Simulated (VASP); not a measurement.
Wanted: the native input for a VASP 6.6.1 run.

```
Task                   : single point
Functional             : PBE
Potentials or basis    : VASP PAW PBE potentials, release 64 (Gd, N)
Cutoff                 : 520 eV
k mesh                 : 6 × 6 × 4
Occupations            : gaussian, width 0.05 eV
Spin                   : collinear spin, ferromagnetic start
Starting moments       : [7.59, 7.59, 0.0, 0.0] μB
Hubbard terms          : Gd f U = 6.0 eV
Dipole correction      : no
Further INCAR settings : ALGO = Normal; EDIFF = 1e-07; NBANDS = 35
```

The structure of GdN lies in POSCAR:

```
GdN
1.0
    4.4218739475      0.0000000000      0.0000000000
    0.0000000000      4.4218739475      0.0000000000
    0.0000000000      0.0000000000      4.2264929138
Gd N
2 2
Direct
    0.5000000000      0.0000000000      0.1864760973
    0.0000000000      0.5000000000      0.8135239027
    0.0000000000      0.0000000000      0.0000000000
    0.5000000000      0.5000000000      0.0000000000
```

These files were run (other wordings do the same):

INCAR

```
SYSTEM = GdN
  PREC = Accurate
  ENCUT = 520
  EDIFF = 1E-7
  ISMEAR = 0
  SIGMA = 0.05
  LREAL = .FALSE.
  LASPH = .TRUE.
  NELM = 150
  ALGO = Normal
  ISIF = 2
  LWAVE = .FALSE.
  LCHARG = .FALSE.
  ISPIN = 2
  MAGMOM = 7.59 7.59 0 0
  LORBIT = 11
  LMAXMIX = 6
  LDAU = .TRUE.
  LDAUTYPE = 2
  LDAUL = 3 -1
  LDAUU = 6 0
  LDAUJ = 0 0
  LDAUPRINT = 1
  GGA = PE
  NBANDS = 35
```

KPOINTS

```
Automatic mesh
0
G
  6 6 4
  0 0 0
```

Potentials or basis: VASP PAW PBE potentials, release 64 (Gd, N).

Run with:

```bash
$ cat potpaw_PBE.64/Gd/POTCAR potpaw_PBE.64/N/POTCAR > POTCAR
$ mpirun -np 1 vasp_std > vasp.out
```

It gave:

| Quantity | Value |
| --- | --- |
| Pressure | -3.8 GPa |
| Largest force | 0.031 eV/Å |
| Band gap on the k mesh | zero (filled and empty bands overlap) |
| Net moment | 13.99 μB per cell |
| Site moments | Gd +6.86; N -0.10 μB |
| Valence electrons inside the program's atomic spheres | Gd 15.23; N 3.63 |

Caveat: the k points lie up to 0.37 Å⁻¹ apart; spin-orbit coupling is left out, which moves the levels of the heavy elements.

Wall time 5.3 min on 1 thread of Intel(R) Xeon(R) Platinum 8488C (Sapphire Rapids) (shared host), peak memory 0.32 GiB.
